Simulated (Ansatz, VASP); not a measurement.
BeTe in VASP and in Ansatz

```
Te Be
1.0
     0.00000    2.73256    2.73256
     2.73256    0.00000    2.73256
     2.73256    2.73256    0.00000
Te Be
1 1
Direct
  0.75000 0.75000 0.75000
  0.00000 0.00000 0.00000
```

Alike in both runs: task single point; functional PBE0; k mesh 6 × 6 × 6; occupations fermi-dirac, width 0.05 eV; no spin polarisation.

|  | VASP | Ansatz |
| --- | --- | --- |
| version | VASP 6.6.1 | Ansatz 0.2.0 |
| potentials or method | VASP PAW PBE potentials, release 64 (Te, Be) | Ansatz PAW |
| plane-wave cutoff (eV) | 520 | 420 |
| valence electrons in the cell | 8 | 18 |

```tsv
	VASP	Ansatz	Ansatz less VASP
gap on the k mesh at the Fermi level (eV)	3.06	3.07	+0.010
least direct gap on the mesh (eV)	5.06	5.05	-0.015
pressure (GPa)	6.4	6.5	+0.17
```

The functional is the same, so the differences come from potentials, cutoffs and numerics. VASP's potentials hold 8 valence electrons a cell and Ansatz's 18, so a difference there can come from the potentials and not from the codes.

Neither program's run includes spin-orbit coupling.
